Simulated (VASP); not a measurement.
# Pt (P6_3/mmc) in VASP: further runs

The runs below take Pt through single point, with r2SCAN.

Everything below comes from runs of VASP 6.6.1. Logs are shortened: lines on timing, memory, paths and dates and some standing lists are left out, and cuts for length are marked.

### 1 The cell of the first run

It takes space group P6_3/mmc (No. 194, hexagonal). Conventional cell: a = 2.729 Å, b = 2.729 Å, c = 9.810 Å, α = 90.00°, β = 90.00°, γ = 120.00°. Pt (site symmetry 3m) has 10 Pt at 2.57 to 2.82 Å within 3.4 Å.

### 2 Single point, r2SCAN

Input file POSCAR:

```
Pt
1.0
    2.7294839214      0.0000000000      0.0000000000
   -1.3647419607      2.3638024151      0.0000000000
    0.0000000000      0.0000000000      9.8102718389
Pt
4
Direct
    0.3333333333      0.6666666667      0.3809354293
    0.6666666667      0.3333333333      0.8809354293
    0.6666666667      0.3333333333      0.6190645707
    0.3333333333      0.6666666667      0.1190645707
```

Input file INCAR.step1:

```
SYSTEM = Pt
  PREC = Accurate
  ENCUT = 520
  ISMEAR = 0
  SIGMA = 0.1
  LREAL = .False.
  LASPH = .True.
  NELM = 100
  NBANDS = 28
  GGA = PE
  ALGO = Normal
  EDIFF = 1E-4
  LWAVE = .True.
  LCHARG = .False.
```

Input file INCAR.step2:

```
SYSTEM = Pt
  PREC = Accurate
  ENCUT = 520
  EDIFF = 1E-6
  ISMEAR = 0
  SIGMA = 0.1
  LREAL = .False.
  LASPH = .True.
  NELM = 100
  ALGO = Normal
  ISIF = 2
  LWAVE = .False.
  LCHARG = .False.
  METAGGA = R2SCAN
  LMIXTAU = .True.
  NBANDS = 28
  ISTART = 1
```

Input file KPOINTS:

```
Automatic mesh
0
Gamma
  6 6 4
  0 0 0
```

Potentials or basis: VASP PAW PBE potentials, release 64 (Pt).

Launch:

```console
cat potpaw_PBE.64/Pt/POTCAR > POTCAR
cp INCAR.step1 INCAR
mpirun -np 1 vasp_std > vasp.out
cp INCAR.step2 INCAR
mpirun -np 1 vasp_std > vasp.out
```

OUTCAR:

```text
SYSTEM = Pt
   PREC = Accurate
   ENCUT = 520
   EDIFF = 1E-6
   ISMEAR = 0
   LREAL = .False.
   LASPH = .True.
   NELM = 100
   ISIF = 2
   METAGGA = R2SCAN
   ISTART = 1

 ion  position               nearest neighbor table
   1  0.333  0.667  0.381-   4 2.57   3 2.82   3 2.82   3 2.82
   2  0.667  0.333  0.881-   3 2.57   4 2.82   4 2.82   4 2.82
   3  0.667  0.333  0.619-   2 2.57   1 2.82   1 2.82   1 2.82
   4  0.333  0.667  0.119-   1 2.57   2 2.82   2 2.82   2 2.82

  LATTYP: Found a hexagonal cell.
 ALAT       =     2.7294839214
 C/A-ratio  =     3.5941856122

  Lattice vectors:

 A1 = (   2.7294839214,   0.0000000000,   0.0000000000)
 A2 = (  -1.3647419607,   2.3638024151,   0.0000000000)
 A3 = (   0.0000000000,   0.0000000000,   9.8102718389)

Analysis of symmetry for initial positions (statically):
=====================================================================
 Subroutine PRICEL returns:
 Original cell was already a primitive cell.

 Routine SETGRP: Setting up the symmetry group for a
 hexagonal supercell.

 Subroutine GETGRP returns: Found 24 space group operations
 (whereof 12 operations were pure point group operations)
 out of a pool of 24 trial point group operations.

The static configuration has the point symmetry D_3d.
 The point group associated with its full space group is D_6h.

Analysis of symmetry for dynamics (positions and initial velocities):
=====================================================================
 Subroutine PRICEL returns:
 Original cell was already a primitive cell.

 Routine SETGRP: Setting up the symmetry group for a
 hexagonal supercell.

 Subroutine GETGRP returns: Found 24 space group operations
 (whereof 12 operations were pure point group operations)
 out of a pool of 24 trial point group operations.

The dynamic configuration has the point symmetry D_3d.
 The point group associated with its full space group is D_6h.

 Subroutine INISYM returns: Found 24 space group operations
 (whereof 12 operations are pure point group operations),
 and found     1 'primitive' translations

----------------------------------------------------------------------------------------

                                     Primitive cell

  volume of cell :      63.2955

  direct lattice vectors                    reciprocal lattice vectors
     2.729483921  0.000000000  0.000000000     0.366369625  0.211523601  0.000000000
    -1.364741961  2.363802415  0.000000000     0.000000000  0.423047203  0.000000000
     0.000000000  0.000000000  9.810271839     0.000000000  0.000000000  0.101933975

  length of vectors
     2.729483921  2.729483921  9.810271839     0.423047203  0.423047203  0.101933975

  position of ions in fractional coordinates (direct lattice)
     0.333333333  0.666666667  0.380935429
     0.666666667  0.333333333  0.880935429
     0.666666667  0.333333333  0.619064571
     0.333333333  0.666666667  0.119064571

  ion indices of the primitive-cell ions
   primitive index   ion index
                 1           1
                 2           2
                 3           3
                 4           4

----------------------------------------------------------------------------------------

 KPOINTS: Automatic mesh

Automatic generation of k-mesh.
 Grid dimensions read from file:
 generate k-points for:    6    6    4

 Generating k-lattice:

  Cartesian coordinates                     Fractional coordinates (reciprocal lattice)
     0.061061604  0.035253934  0.000000000     0.166666667  0.000000000  0.000000000
     0.000000000  0.070507867  0.000000000     0.000000000  0.166666667  0.000000000
     0.000000000  0.000000000  0.025483494     0.000000000  0.000000000  0.250000000

  Length of vectors
     0.070507867  0.070507867  0.025483494

  Shift w.r.t. Gamma in fractional coordinates (k-lattice)
     0.000000000  0.000000000  0.000000000

 Subroutine IBZKPT returns following result:
 ===========================================

 Found     21 irreducible k-points:

 Following reciprocal coordinates:
            Coordinates               Weight
  0.000000  0.000000  0.000000      1.000000
  0.166667  0.000000  0.000000      6.000000
  0.333333 -0.000000  0.000000      6.000000
  0.500000 -0.000000  0.000000      3.000000
  0.166667  0.166667  0.000000      6.000000
  0.333333  0.166667  0.000000     12.000000
[... 13 lines left out ...]
  0.333333  0.166667  0.500000     12.000000
  0.333333  0.333333  0.500000      2.000000
   k-points           NKPTS =     21   k-points in BZ     NKDIM =     21   number of bands    NBANDS=     28
   number of dos      NEDOS =    301   number of ions     NIONS =      4
   total plane-waves  NPLWV =  32000
   dimension x,y,z NGX =    20 NGY =   20 NGZ =   80
   dimension x,y,z NGXF=    40 NGYF=   40 NGZF=  160
   ions per type =               4
   NGX,Y,Z   is equivalent  to a cutoff of  12.18, 12.18, 13.56 a.u.
   NGXF,Y,Z  is equivalent  to a cutoff of  24.36, 24.36, 27.11 a.u.
 SYSTEM =  Pt
   PREC   = accura    normal or accurate (medium, high low for compatibility)
   ISTART =      1    job   : 0-new  1-cont  2-samecut
   ICHARG =      0    charge: 1-file 2-atom 10-const
   ISPIN  =      1    spin polarized calculation?
   LNONCOLLINEAR =      F non collinear calculations
   LSORBIT =      F    spin-orbit coupling
   LASPH  =      T    aspherical Exc in radial PAW
   ENCUT  =  520.0 eV  38.22 Ry    6.18 a.u.   5.08  5.08 18.24*2*pi/ulx,y,z
   NELM   =    100;   NELMIN=  2; NELMDL=  0     # of ELM steps
   EDIFF  = 0.1E-05   stopping-criterion for ELM
   LREAL  =      F    real-space projection
   EDIFFG = 0.1E-04   stopping-criterion for IOM
   NSW    =      0    number of steps for IOM
   IBRION =     -1    ionic relax: 0-MD 1-quasi-New 2-CG
   NFREE  =      0    steps in history (QN), initial steepest desc. (CG)
   ISIF   =      2    stress and relaxation
   ISYM   =      2    0-nonsym 1-usesym 2-fastsym
   POTIM  = 0.5000    time-step for ionic-motion
   TEBEG  =    0.0;   TEEND  =   0.0 temperature during run
   PSTRESS=    0.0 pullay stress
   NELECT =      40.0000    total number of electrons
   NUPDOWN=      -1.0000    fix difference up-down
   EMIN   =  10.00;   EMAX   =-10.00  energy-range for DOS
   EFERMI =   0.00;   METHOD = LEGACY
   ISMEAR =     0;   SIGMA  =   0.10  broadening in eV -4-tet -1-fermi 0-gaus
   EFERMI_NEDOS =   21; number of points for ismear=-14 and -15
   IALGO  =     38    algorithm
   IMIX   =      4    mixing-type and parameters
     AMIX     =   0.40;   BMIX     =  1.00
     AMIX_MAG =   1.60;   BMIX_MAG =  1.00
  volume/ion in A,a.u.               =      15.82       106.78
  Fermi-wavevector in a.u.,A,eV,Ry     =   1.404874  2.654826 26.853407  1.973670
  Thomas-Fermi vector in A             =   2.527391
   LORBIT       =      0    0 simple, 1 ext, 2 COOP (PROOUT), +10 PAW based schemes
   METAGGA = R2SCAN    functional components
   LHFCALC =     F    Hartree Fock is set to
   AEXX    =    0.0000 exact exchange contribution
   IVDW    =     0    specifies the selected vdW correction
   LEPSILON=     F    determine dielectric tensor
   LRPA    =     F    only Hartree local field effects (RPA)
 non-spin polarized calculation
 Gauss-broadening in eV      SIGMA  =   0.10
  energy-cutoff  :      520.00
  volume of cell :       63.30
 maximum number of plane-waves:      1725
   NGX = 11   NGY = 11   NGZ = 37

 number of electron      39.9999996 magnetization

 Free energy of the ion-electron system (eV)
  ---------------------------------------------------
  ext. energy  EPLUGINS =         0.00000000
  ---------------------------------------------------
  free energy    TOTEN  =      -206.06887066 eV

  energy without entropy =     -206.05473247  energy(sigma->0) =     -206.06180156

 E-fermi :  10.1386     XC(G=0): -14.2149

 val. band max:       10.1159676923   @ k =   0.1667   0.0000   0.0000
 cond. band min:      10.1613489654   @ k =   0.1667   0.0000   0.2500
 fundamental gap:      0.0453812731
 Fermi energy:        10.1385927757

 k-point     1 :       0.0000    0.0000    0.0000
  band No.  band energies     occupation
      1       0.1789      2.00000
      2       1.5864      2.00000
      3       2.0253      2.00000
      4       2.9636      2.00000
      5       4.6883      2.00000
      6       5.0238      2.00000
[... 20 lines left out ...]
     27      21.9771      0.00000
     28      26.0019      0.00000

 k-point     2 :       0.1667    0.0000    0.0000
  band No.  band energies     occupation
      1       1.1761      2.00000
      2       2.5374      2.00000
      3       3.0020      2.00000
      4       3.9161      2.00000
      5       4.7095      2.00000
      6       4.9917      2.00000
[... 20 lines left out ...]
     27      22.5136      0.00000
     28      26.2068      0.00000

 k-point     3 :       0.3333   -0.0000    0.0000
  band No.  band energies     occupation
      1       2.8472      2.00000
      2       3.5522      2.00000
      3       3.7123      2.00000
      4       4.0062      2.00000
      5       4.2730      2.00000
      6       4.9190      2.00000
[... 20 lines left out ...]
     27      21.6637      0.00000
     28      22.0743      0.00000

 k-point     4 :       0.5000   -0.0000    0.0000
  band No.  band energies     occupation
      1       3.0181      2.00000
      2       3.1781      2.00000
      3       3.5652      2.00000
      4       3.7384      2.00000
      5       3.9055      2.00000
      6       4.7025      2.00000
[... 485 lines left out ...]
     27      23.1083      0.00000
     28      23.1083      0.00000

 k-point    20 :       0.3333    0.1667    0.5000
  band No.  band energies     occupation
      1       4.0251      2.00000
      2       4.0251      2.00000
      3       4.1664      2.00000
      4       4.1664      2.00000
      5       4.4739      2.00000
      6       4.4739      2.00000
[... 20 lines left out ...]
     27      20.2201      0.00000
     28      20.2201      0.00000

 k-point    21 :       0.3333    0.3333    0.5000
  band No.  band energies     occupation
      1       4.6653      2.00000
      2       4.6653      2.00000
      3       4.7273      2.00000
      4       4.7273      2.00000
      5       5.0722      2.00000
      6       5.0722      2.00000
[... 20 lines left out ...]
     27      19.1122      0.00000
     28      19.1122      0.00000

------------------------ aborting loop because EDIFF is reached ----------------------------------------

  FORCE on cell =-STRESS in cart. coord.  units (eV):
  Direction    XX          YY          ZZ          XY          YZ          ZX
  --------------------------------------------------------------------------------------
  -------------------------------------------------------------------------------------
  Total        0.1945363      0.1945363      0.2072865      0.0000000      0.0000000      0.0000000
  in kB        4.9242316      4.9242316      5.2469732      0.0000000      0.0000000      0.0000000
  external PRESSURE =       5.0318121 kB  Pullay stress =       0.0000000 kB

 VOLUME and BASIS-vectors are now :
 -----------------------------------------------------------------------------
  energy-cutoff  :      520.00
  volume of cell :       63.30
      direct lattice vectors                 reciprocal lattice vectors
     2.729483921  0.000000000  0.000000000     0.366369625  0.211523601  0.000000000
    -1.364741961  2.363802415  0.000000000     0.000000000  0.423047203  0.000000000
     0.000000000  0.000000000  9.810271839     0.000000000  0.000000000  0.101933975

 POSITION                                       TOTAL-FORCE (eV/Angst)
 -----------------------------------------------------------------------------------
     -0.00000      1.57587      3.73708         0.000000     -0.000000      0.013969
      1.36474      0.78793      8.64222         0.000000      0.000000      0.013969
      1.36474      0.78793      6.07319        -0.000000      0.000000     -0.013969
     -0.00000      1.57587      1.16806        -0.000000     -0.000000     -0.013969
 -----------------------------------------------------------------------------------
    total drift:                                0.000000     -0.000000      0.000000

  FREE ENERGIE OF THE ION-ELECTRON SYSTEM (eV)
  ---------------------------------------------------
  free  energy   TOTEN  =      -206.0688706614 eV

  energy  without entropy=     -206.0547324674  energy(sigma->0) =     -206.06180156
```

Wall time 96 s (1 thread of Intel Xeon Platinum 8488C (Sapphire Rapids), shared host); peak memory 0.19 GiB.

Results:

* Free energy: -206.0689 eV
* Pressure: 0.5 GPa
* Largest force: 0.014 eV/Å
* Band gap on the k mesh: zero (band 20 reaches 11.02 eV, above the bottom of band 21 at 8.90 eV)

Forces on the atoms (eV/Å):
```
Pt   0.000  0.000  0.014
Pt   0.000  0.000  0.014
Pt   0.000  0.000 -0.014
Pt   0.000  0.000 -0.014
```

Levels at points of the mesh, in eV from the Fermi level:
| k point | band 20 | band 21 | band 22 | band 23 | band 24 | band 25 |
| --- | --- | --- | --- | --- | --- | --- |
| (0.00, 0.00, 0.00) | -1.02 | -1.02 | -0.67 | -0.03 | -0.03 | 4.88 |
| (0.50, 0.00, 0.00) | 0.65 | 0.69 | 1.91 | 3.50 | 4.32 | 5.53 |
| (0.00, 0.00, 0.50) | -1.80 | -0.38 | -0.38 | -0.38 | -0.38 | 7.29 |
| (0.50, 0.00, 0.50) | 0.65 | 2.11 | 2.11 | 3.76 | 3.76 | 5.54 |

Caveat: the k points lie up to 0.44 Å⁻¹ apart; the PAW data sets were made with another functional, which shifts forces and pressure a little; spin-orbit coupling is left out, which moves the levels of the heavy elements.

### 3 Single point, r2SCAN

This run uses another cell than the first one, of 16.09 Å³/atom, 1.017 times its volume.

Input file POSCAR:

```
Pt
1.0
    3.5578603427      0.0000000000      0.0000000000
   -1.7789301714      3.0811974399      0.0000000000
    0.0000000000      0.0000000000      5.8704695655
Pt
4
Direct
    0.3333333333      0.6666666667      0.4375000000
    0.6666666667      0.3333333333      0.9375000000
    0.6666666667      0.3333333333      0.5625000000
    0.3333333333      0.6666666667      0.0625000000
```

Input file INCAR.step1:

```
PREC     = Accurate       # precision mode
ENCUT    = 520            # plane-wave cutoff, eV
ISMEAR   = 0              # smearing method
SIGMA    = 0.1            # smearing width, eV
LREAL    = F              # projectors in reciprocal space
LASPH    = T              # aspherical terms in the spheres
NELM     = 60             # most SCF steps
NBANDS   = 28             # bands
GGA      = PE             # functional
ALGO     = Normal         # electronic algorithm
EDIFF    = 1E-4           # SCF threshold, eV
LWAVE    = T              # write WAVECAR
LCHARG   = F              # write CHGCAR
```

Input file INCAR.step2:

```
PREC     = Accurate       # precision mode
ENCUT    = 520            # plane-wave cutoff, eV
EDIFF    = 1E-6           # SCF threshold, eV
ISMEAR   = 0              # smearing method
SIGMA    = 0.1            # smearing width, eV
LREAL    = F              # projectors in reciprocal space
LASPH    = T              # aspherical terms in the spheres
NELM     = 60             # most SCF steps
ALGO     = Normal         # electronic algorithm
ISIF     = 2              # what is computed and relaxed
LWAVE    = F              # write WAVECAR
LCHARG   = F              # write CHGCAR
METAGGA  = R2SCAN         # meta-GGA
LMIXTAU  = T            
NBANDS   = 28             # bands
ISTART   = 1
```

Input file KPOINTS:

```
Automatic mesh
0
Gamma
  6 6 4
```

Potentials or basis: VASP PAW PBE potentials, release 64 (Pt).

Launch:

```console
cat potpaw_PBE.64/Pt/POTCAR > POTCAR
cp INCAR.step1 INCAR
mpirun -np 1 vasp_std > vasp.out
cp INCAR.step2 INCAR
mpirun -np 1 vasp_std > vasp.out
```

Wall time 92 s (1 thread of Intel Xeon Platinum 8488C (Sapphire Rapids), shared host); peak memory 0.2 GiB.

The run converged. Its results:

| Quantity | Value |
| --- | --- |
| Free energy | -193.8078 eV |
| Pressure | 123.9 GPa |
| Largest force | 0.852 eV/Å |
| Band gap on the k mesh | zero (band 20 reaches 11.65 eV, above the bottom of band 21 at 10.97 eV) |

Forces in eV/Å, atoms in the order of the input:
```
Pt   0.000  0.000 -0.852
Pt   0.000  0.000 -0.852
Pt   0.000  0.000  0.852
Pt   0.000  0.000  0.852
```

Stress tensor (GPa, compression positive):
```
127.18   0.00   0.00
  0.00 127.18   0.00
  0.00   0.00 117.26
```

Levels at points of the mesh, in eV from the Fermi level:
```
           k point  band 16  band 17  band 18  band 19  band 20  band 21  band 22  band 23  band 24  band 25
(0.00, 0.00, 0.00)    -3.16    -2.57    -2.57    -0.40    -0.40     0.40     0.40     1.64    10.02    10.81
(0.50, 0.00, 0.00)    -2.82    -2.34    -1.24     0.01     0.12     0.39     0.77     2.29     2.56     3.68
(0.00, 0.00, 0.50)    -2.88    -2.88    -2.88    -0.06    -0.06    -0.06    -0.06     6.66     6.66    11.30
(0.50, 0.00, 0.50)    -3.06    -0.96    -0.96    -0.49    -0.49    -0.13    -0.13     1.66     1.66     7.17
```

Caveat: the PAW data sets were made with another functional, which shifts forces and pressure a little; spin-orbit coupling is left out, which moves the levels of the heavy elements.
